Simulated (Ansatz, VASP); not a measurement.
**SiO2: VASP beside Ansatz**

Contents of INCAR:

```
PREC     = Accurate       # precision mode
ENCUT    = 520            # plane-wave cutoff, eV
EDIFF    = 1E-6           # SCF threshold, eV
ISMEAR   = 0              # smearing method
SIGMA    = 0.02           # smearing width, eV
LREAL    = False          # projectors in reciprocal space
LASPH    = True           # aspherical terms in the spheres
NELM     = 100            # most SCF steps
ALGO     = Normal         # electronic algorithm
ISIF     = 2              # what is computed and relaxed
LWAVE    = False          # write WAVECAR
LCHARG   = False          # write CHGCAR
NBANDS   = 44             # bands
```

The input KPOINTS:

```
Automatic mesh
0
Gamma
  6 6 4
```

File POSCAR:

```
SiO2
1.0
    4.9483458051      0.0000000000      0.0000000000
    0.0000000000      4.9483458051      0.0000000000
    0.0000000000      0.0000000000      6.8783009385
Si O
4 8
Direct
    0.1961473801      0.1961473801      0.0000000000
    0.3038526199      0.6961473801      0.7500000000
    0.6961473801      0.3038526199      0.2500000000
    0.8038526199      0.8038526199      0.5000000000
    0.6122954635      0.7375222759      0.6828354044
    0.3877045365      0.2624777241      0.1828354044
    0.7375222759      0.6122954635      0.3171645956
    0.2375222759      0.8877045365      0.9328354044
    0.2624777241      0.3877045365      0.8171645956
    0.1122954635      0.7624777241      0.5671645956
    0.8877045365      0.2375222759      0.0671645956
    0.7624777241      0.1122954635      0.4328354044
```

Input for Ansatz:

```yaml
crystal:
  lattice:
    - [4.9483458051, 0.0, 0.0]
    - [0.0, 4.9483458051, 0.0]
    - [0.0, 0.0, 6.8783009385]
  atoms:
    - { symbol: Si, position: [0.1961473801, 0.1961473801, 0.0] }
    - { symbol: Si, position: [0.3038526199, 0.6961473801, 0.75] }
    - { symbol: Si, position: [0.6961473801, 0.3038526199, 0.25] }
    - { symbol: Si, position: [0.8038526199, 0.8038526199, 0.5] }
    - { symbol: O, position: [0.6122954635, 0.7375222759, 0.6828354044] }
    - { symbol: O, position: [0.3877045365, 0.2624777241, 0.1828354044] }
    - { symbol: O, position: [0.7375222759, 0.6122954635, 0.3171645956] }
    - { symbol: O, position: [0.2375222759, 0.8877045365, 0.9328354044] }
    - { symbol: O, position: [0.2624777241, 0.3877045365, 0.8171645956] }
    - { symbol: O, position: [0.1122954635, 0.7624777241, 0.5671645956] }
    - { symbol: O, position: [0.8877045365, 0.2375222759, 0.0671645956] }
    - { symbol: O, position: [0.7624777241, 0.1122954635, 0.4328354044] }
basis:
  ecutwfc: 420
kpoints:
  mp_grid: { grid: [6, 6, 4] }
  band_path: { path: [VBM, CBM], npoints: 2 }
hamiltonian:
  xc: lda
scf:
  occupations: { method: gaussian, width: 0.02 }
output:
  forces: true
  stress: true
  eigenvalues: true
checkpoint:
  read: start.run
  write: ck
  compress: false
  write_wavefunctions: false
  write_every: 100000
```

Alike in both runs: task single point; functional LDA; k mesh 6 × 6 × 4; occupations gaussian, width 0.02 eV; no spin polarisation.

|  | VASP | Ansatz |
| --- | --- | --- |
| version | VASP 6.6.1 | Ansatz 0.2.0 |
| potentials or method | VASP PAW LDA potentials, release 64 (Si, O), cutoff 520 eV | scalar-relativistic, plane waves, PAW |
| valence electrons in the cell | 64 | 64 |

```csv
,VASP,Ansatz,Ansatz less VASP
gap on the k mesh at the Fermi level (eV),5.55,5.55,-0.002
least direct gap on the mesh (eV),5.55,5.55,-0.002
pressure (GPa),0.6,0.0,-0.59
rms of the force components (eV/Å),0.016,0.000,-0.0158
```

LDA's correlation is that of Perdew and Zunger in VASP and of Perdew and Wang (1992) in Ansatz. Atom by atom the forces differ by 0.016 eV/Å (rms over components).
